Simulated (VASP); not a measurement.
Set up this calculation in VASP 6.6.1, as the native input.

* Task: single point
* Functional: LDA
* Potentials or basis: VASP PAW LDA potentials, release 64 (Al, Ga_d, N)
* Cutoff: 520 eV
* k mesh: 8 × 8 × 6
* Occupations: gaussian, width 0.05 eV
* Spin: no spin polarisation
* Dipole correction: no
* Further INCAR settings: ALGO = Normal; EDIFF = 1e-06; NBANDS = 21

The structure of AlGaN2 lies in POSCAR:

```
AlGaN2
1.0
    2.9595221457      0.0000000000      0.0000000000
    0.0000000000      2.9595221457      0.0000000000
    0.0000000000      0.0000000000      4.2747219141
Al Ga N
1 1 2
Direct
    0.5000000000      0.5000000000      0.5000000000
    0.0000000000      0.0000000000      0.0000000000
    0.5000000000      0.0000000000      0.7400513246
    0.0000000000      0.5000000000      0.2599486754
```

This cell differs from its parent crystal: strain -0.050 along x and y, -0.025 along z.

The input as run:

INCAR

```
SYSTEM = AlGaN2
  PREC = Accurate
  ENCUT = 520
  EDIFF = 1E-6
  ISMEAR = 0
  SIGMA = 0.05
  LREAL = .False.
  LASPH = .True.
  NELM = 100
  ALGO = Normal
  ISIF = 2
  LWAVE = .False.
  LCHARG = .True.
  LELF = .True.
  LVHAR = .True.
  NBANDS = 21
```

KPOINTS

```
regular mesh
0
Gamma
  8 8 6
  0 0 0
```

Potentials or basis: VASP PAW LDA potentials, release 64 (Al, Ga_d, N).

The run is started by

```console
$ cat potpaw_LDA.64/Al/POTCAR potpaw_LDA.64/Ga_d/POTCAR potpaw_LDA.64/N/POTCAR > POTCAR
$ mpirun -np 1 vasp_std > vasp.out
```

It gave:

```json
{"Pressure": "35.8 GPa", "Largest force": "0.057 eV/Å", "Band gap on the k mesh": "3.17 eV, indirect (least direct gap 3.69 eV)"}
```

Caveat: the cell differs from its parent crystal (strain -0.050 along x and y, -0.025 along z).

It took 41 s on 1 thread of Intel Xeon 8259CL, on a shared host, peak memory 0.17 GiB.
